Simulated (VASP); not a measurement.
Te2Mo:

```
CELL_PARAMETERS angstrom
3.51820 0.00000 0.00000
-1.75910 3.04685 0.00000
0.00000 0.00000 13.97360
ATOMIC_POSITIONS crystal
Te 0.33333 0.66667 0.62100
Te 0.66667 0.33333 0.12100
Te 0.33333 0.66667 0.87900
Te 0.66667 0.33333 0.37900
Mo 0.33333 0.66667 0.25000
Mo 0.66667 0.33333 0.75000
```

- Program: VASP 6.6.1
- Task: relaxation of cell and atoms
- Functional: PBE
- Dispersion: D4
- Potentials or basis: VASP PAW PBE potentials, release 64 (Te, Mo_sv)
- Cutoff: 600 eV
- k mesh: 9 × 9 × 2
- Occupations: gaussian, width 0.02 eV
- Spin: no spin polarisation

At the start: pressure -0.4 GPa; volume 24.96 Å³/atom.

Task: Where does the relaxation end?

Result: Over 17 steps the energy falls by 3.1 meV/atom and the volume is 24.28 Å³/atom (-2.7 %); space group P6_3/mmc (No. 194, to 0.1 Å) before and after.

The path:
```csv
step,energy change (eV),largest force (eV/Å),pressure (GPa),volume (Å³)
1,0.0000,0.1633,-0.41,149.79
2,-0.0073,0.1277,0.00,148.42
3,-0.0083,0.1126,0.17,147.82
4,-0.0112,0.0045,-0.40,147.95
5,-0.0112,0.0168,-0.46,147.97
6,-0.0130,0.0143,-0.41,147.67
7,-0.0170,0.0080,-0.25,146.79
8,-0.0182,0.0020,0.14,145.03
9,-0.0188,0.0009,-0.02,145.80
10,-0.0189,0.0010,-0.02,145.76
11,-0.0189,0.0008,-0.01,145.71
12,-0.0189,0.0005,-0.02,145.69
13,-0.0189,0.0032,0.03,145.62
14,-0.0189,0.0021,0.03,145.65
15,-0.0189,0.0009,0.05,145.67
16,-0.0189,0.0004,0.04,145.68
17,-0.0189,0.0009,0.01,145.68
```

Final structure:
```
Te Mo
1.0
     3.50015    0.00000    0.00000
    -1.75007    3.03122    0.00000
     0.00000    0.00000   13.73103
Te Mo
4 2
Direct
  0.33333 0.66667 0.61773
  0.66667 0.33333 0.11773
  0.33333 0.66667 0.88227
  0.66667 0.33333 0.38227
  0.33333 0.66667 0.25000
  0.66667 0.33333 0.75000
```
